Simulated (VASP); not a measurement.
# Al (Im-3m) in VASP: notebook, part 2 of 2

VASP 6.6.1.

### 3 Single point, LDA

INCAR reads:

```
SYSTEM = Al
PREC     = Accurate       ! precision mode
ENCUT    = 520            ! plane-wave cutoff, eV
EDIFF    = 1E-6           ! SCF threshold, eV
ISMEAR   = -1             ! smearing method
SIGMA    = 0.08           ! smearing width, eV
LREAL    = .FALSE.        ! projectors in reciprocal space
LASPH    = .TRUE.         ! aspherical terms in the spheres
NELM     = 60             ! most SCF steps
ALGO     = Normal         ! electronic algorithm
ISIF     = 2              ! what is computed and relaxed
LWAVE    = .FALSE.        ! write WAVECAR
LCHARG   = .FALSE.        ! write CHGCAR
NBANDS   = 8              ! bands
```

KPOINTS reads:

```
Automatic mesh
0
G
  19 19 19
  0 0 0
```

POSCAR reads:

```
Al
1.0
   -1.5943717701      1.5943717701      1.5943717701
    1.5943717701     -1.5943717701      1.5943717701
    1.5943717701      1.5943717701     -1.5943717701
Al
1
Direct
    0.0000000000      0.0000000000      0.0000000000
```

Potentials or basis: VASP PAW LDA potentials, release 64 (Al).

Started as:

```sh
cat potpaw_LDA.64/Al/POTCAR > POTCAR
mpirun -np 1 vasp_std > vasp.out
```

OUTCAR:

```text
SYSTEM = Al
   PREC = Accurate
   ENCUT = 520
   EDIFF = 1E-6
   ISMEAR = -1
   LREAL = .FALSE.
   LASPH = .TRUE.
   NELM = 60
   ISIF = 2

 ion  position               nearest neighbor table
   1  0.000  0.000  0.000-

  LATTYP: Found a body centered cubic cell.
 ALAT       =     3.1887435402

  Lattice vectors:

 A1 = (  -1.5943717701,   1.5943717701,   1.5943717701)
 A2 = (   1.5943717701,  -1.5943717701,   1.5943717701)
 A3 = (   1.5943717701,   1.5943717701,  -1.5943717701)

Analysis of symmetry for initial positions (statically):
=====================================================================
 Subroutine PRICEL returns:
 Original cell was already a primitive cell.

 Routine SETGRP: Setting up the symmetry group for a
 body centered cubic supercell.

 Subroutine GETGRP returns: Found 48 space group operations
 (whereof 48 operations were pure point group operations)
 out of a pool of 48 trial point group operations.

The static configuration has the point symmetry O_h .

Analysis of symmetry for dynamics (positions and initial velocities):
=====================================================================
 Subroutine PRICEL returns:
[... 152 lines left out ...]

  energy without entropy =       -4.08764873  energy(sigma->0) =       -4.09203495

 E-fermi :   7.9913     XC(G=0): -10.4126

 val. band max:        7.9695197842   @ k =  -0.3684  -0.4211   0.1053
 cond. band min:       7.9965455054   @ k =   0.2632   0.1579   0.1053
 fundamental gap:      0.0270257212
 Fermi energy:         7.9913161327

 k-point     1 :       0.0000    0.0000    0.0000
  band No.  band energies     occupation
      1      -3.2415      2.00000
      2      21.2762      0.00000
      3      21.2762      0.00000
      4      21.2762      0.00000
      5      22.6613      0.00000
      6      22.6613      0.00000
      7      22.6613      0.00000
      8      24.3970      0.00000
[... 243 lines left out ...]
 k-point    24 :       0.3158    0.1053   -0.0000
  band No.  band energies     occupation
      1       0.8829      2.00000
      2       8.1657      0.20322
      3      13.7037      0.00000
      4      16.4273      0.00000
      5      19.7863      0.00000
      6      22.2262      0.00000
      7      25.5236      0.00000
      8      29.2754      0.00000

 [... further k-points ...]
[... 5 lines left out ...]
  --------------------------------------------------------------------------------------
  -------------------------------------------------------------------------------------
  Total        0.0104167      0.0104167      0.0104167     -0.0000000      0.0000000     -0.0000000
  in kB        1.0294680      1.0294680      1.0294680     -0.0000000      0.0000000     -0.0000000
  external PRESSURE =       1.0294680 kB  Pullay stress =       0.0000000 kB

 VOLUME and BASIS-vectors are now :
 -----------------------------------------------------------------------------
  energy-cutoff  :      520.00
  volume of cell :       16.21
      direct lattice vectors                 reciprocal lattice vectors
    -1.594371770  1.594371770  1.594371770     0.000000000  0.313603144  0.313603144
     1.594371770 -1.594371770  1.594371770     0.313603144  0.000000000  0.313603144
     1.594371770  1.594371770 -1.594371770     0.313603144  0.313603144  0.000000000

 POSITION                                       TOTAL-FORCE (eV/Angst)
 -----------------------------------------------------------------------------------
      0.00000      0.00000      0.00000         0.000000      0.000000     -0.000000
 -----------------------------------------------------------------------------------
    total drift:                                0.000000      0.000000      0.000000

  FREE ENERGIE OF THE ION-ELECTRON SYSTEM (eV)
  ---------------------------------------------------
  free  energy   TOTEN  =        -4.0964211734 eV

  energy  without entropy=       -4.0876487295  energy(sigma->0) =       -4.09203495
```

OSZICAR:

```text
N       E                     dE             d eps       ncg     rms          rms(c)
DAV:   1    -0.263382015608E+01   -0.26338E+01   -0.90118E+02  3536   0.209E+02
DAV:   2    -0.411905875313E+01   -0.14852E+01   -0.14387E+01  4864   0.195E+01
DAV:   3    -0.412662968106E+01   -0.75709E-02   -0.75681E-02  4296   0.151E+00
DAV:   4    -0.412664522429E+01   -0.15543E-04   -0.15543E-04  5136   0.653E-02
DAV:   5    -0.412664526607E+01   -0.41778E-07   -0.41633E-07  4432   0.230E-03    0.133E+00
DAV:   6    -0.410811347238E+01    0.18532E-01   -0.30207E-03  3880   0.211E-01    0.742E-01
DAV:   7    -0.409644664618E+01    0.11667E-01   -0.74127E-03  3952   0.324E-01    0.156E-01
DAV:   8    -0.409642123149E+01    0.25415E-04   -0.31103E-05  4880   0.357E-02    0.135E-02
DAV:   9    -0.409642117339E+01    0.58098E-07   -0.15331E-07  4344   0.194E-03
   1 F= -.40964212E+01 E0= -.40920350E+01  d E =-.877244E-02
```

Run time: 12 s. Hardware: 1 thread of AMD EPYC 9R45 (Zen 5), shared host; peak memory 0.1 GiB.

What came out:

```yaml
Free_energy: -4.0964 eV
Pressure: 0.1 GPa
```

### 4 Single point, LDA

This run uses another cell than the first one, of 9.73 Å³/atom, 0.600 times its volume.

INCAR reads:

```
PREC = Accurate
ENCUT = 520
EDIFF = 1E-6
ISMEAR = -1
SIGMA = 0.08
LREAL = F
LASPH = T
NELM = 60
ALGO = Normal
ISIF = 2
LWAVE = F
LCHARG = F
GGA = CA
NBANDS = 8
```

KPOINTS reads:

```
Automatic mesh
0
Gamma
  28 28 28
```

POSCAR reads:

```
Al
1.0
   -1.3447452316      1.3447452316      1.3447452316
    1.3447452316     -1.3447452316      1.3447452316
    1.3447452316      1.3447452316     -1.3447452316
Al
1
Direct
    0.0000000000      0.0000000000      0.0000000000
```

Potentials or basis: VASP PAW LDA potentials, release 64 (Al).

Started as:

```sh
cat potpaw_LDA.64/Al/POTCAR > POTCAR
mpirun -np 1 vasp_std > vasp.out
```

OUTCAR:

```text
PREC = Accurate
   ENCUT = 520
   EDIFF = 1E-6
   ISMEAR = -1
   LREAL = F
   LASPH = T
   NELM = 60
   ISIF = 2
   GGA = CA

 ion  position               nearest neighbor table
   1  0.000  0.000  0.000-

  LATTYP: Found a body centered cubic cell.
 ALAT       =     2.6894904632

  Lattice vectors:

 A1 = (  -1.3447452316,   1.3447452316,   1.3447452316)
 A2 = (   1.3447452316,  -1.3447452316,   1.3447452316)
 A3 = (   1.3447452316,   1.3447452316,  -1.3447452316)

Analysis of symmetry for initial positions (statically):
=====================================================================
 Subroutine PRICEL returns:
 Original cell was already a primitive cell.

 Routine SETGRP: Setting up the symmetry group for a
 body centered cubic supercell.

 Subroutine GETGRP returns: Found 48 space group operations
 (whereof 48 operations were pure point group operations)
 out of a pool of 48 trial point group operations.

The static configuration has the point symmetry O_h .

Analysis of symmetry for dynamics (positions and initial velocities):
=====================================================================
 Subroutine PRICEL returns:
[... 159 lines left out ...]
 fundamental gap:      0.0160409284
 Fermi energy:        14.5393101991

 k-point     1 :       0.0000    0.0000    0.0000
  band No.  band energies     occupation
      1      -0.6679      2.00000
      2      31.3756      0.00000
      3      31.3756      0.00000
      4      31.3756      0.00000
      5      35.5326      0.00000
      6      35.5326      0.00000
      7      38.4330      0.00000
      8      38.4330      0.00000
[... 243 lines left out ...]
 k-point    24 :       0.3214    0.0357    0.0000
  band No.  band energies     occupation
      1       3.9083      2.00000
      2      15.8735      0.00000
      3      24.6826      0.00000
      4      28.2172      0.00000
      5      29.7836      0.00000
      6      32.5921      0.00000
      7      40.1826      0.00000
      8      42.2068      0.00000

 [... further k-points ...]

------------------------ aborting loop because EDIFF is reached ----------------------------------------

  FORCE on cell =-STRESS in cart. coord.  units (eV):
  Direction    XX          YY          ZZ          XY          YZ          ZX
  --------------------------------------------------------------------------------------
  -------------------------------------------------------------------------------------
  Total        6.8347340      6.8347340      6.8347340      0.0000000      0.0000000      0.0000000
  in kB     1125.7764689   1125.7764689   1125.7764689      0.0000000      0.0000000      0.0000000
  external PRESSURE =    1125.7764689 kB  Pullay stress =       0.0000000 kB

 VOLUME and BASIS-vectors are now :
 -----------------------------------------------------------------------------
  energy-cutoff  :      520.00
  volume of cell :        9.73
      direct lattice vectors                 reciprocal lattice vectors
    -1.344745232  1.344745232  1.344745232     0.000000000  0.371817641  0.371817641
     1.344745232 -1.344745232  1.344745232     0.371817641  0.000000000  0.371817641
     1.344745232  1.344745232 -1.344745232     0.371817641  0.371817641  0.000000000

 POSITION                                       TOTAL-FORCE (eV/Angst)
 -----------------------------------------------------------------------------------
      0.00000      0.00000      0.00000        -0.000000     -0.000000      0.000000
 -----------------------------------------------------------------------------------
    total drift:                                0.000000      0.000000      0.000000

  FREE ENERGIE OF THE ION-ELECTRON SYSTEM (eV)
  ---------------------------------------------------
  free  energy   TOTEN  =        -2.6307429749 eV

  energy  without entropy=       -2.6248315215  energy(sigma->0) =       -2.62778725
```

OSZICAR:

```text
N       E                     dE             d eps       ncg     rms          rms(c)
DAV:   1    -0.763412722346E+00   -0.76341E+00   -0.10935E+03 10104   0.224E+02
DAV:   2    -0.271438356827E+01   -0.19510E+01   -0.18773E+01 14592   0.242E+01
DAV:   3    -0.271967978309E+01   -0.52962E-02   -0.52929E-02 11592   0.140E+00
DAV:   4    -0.271968662916E+01   -0.68461E-05   -0.68466E-05 15608   0.449E-02
DAV:   5    -0.271968663594E+01   -0.67869E-08   -0.68919E-08 12032   0.811E-04    0.299E+00
DAV:   6    -0.266437846664E+01    0.55308E-01   -0.18462E-03 10880   0.216E-01    0.159E+00
DAV:   7    -0.263088939932E+01    0.33489E-01   -0.44765E-03 11040   0.326E-01    0.333E-01
DAV:   8    -0.263074327706E+01    0.14612E-03   -0.58880E-05 16064   0.394E-02    0.382E-02
DAV:   9    -0.263074297492E+01    0.30214E-06   -0.29548E-07 11152   0.328E-03
   1 F= -.26307430E+01 E0= -.26277872E+01  d E =-.591145E-02
```

Run time: 18 s. Hardware: 1 thread of AMD EPYC 9R45 (Zen 5), shared host; peak memory 0.11 GiB.

Results:

* Free energy: -2.6307 eV
* Pressure: 112.6 GPa
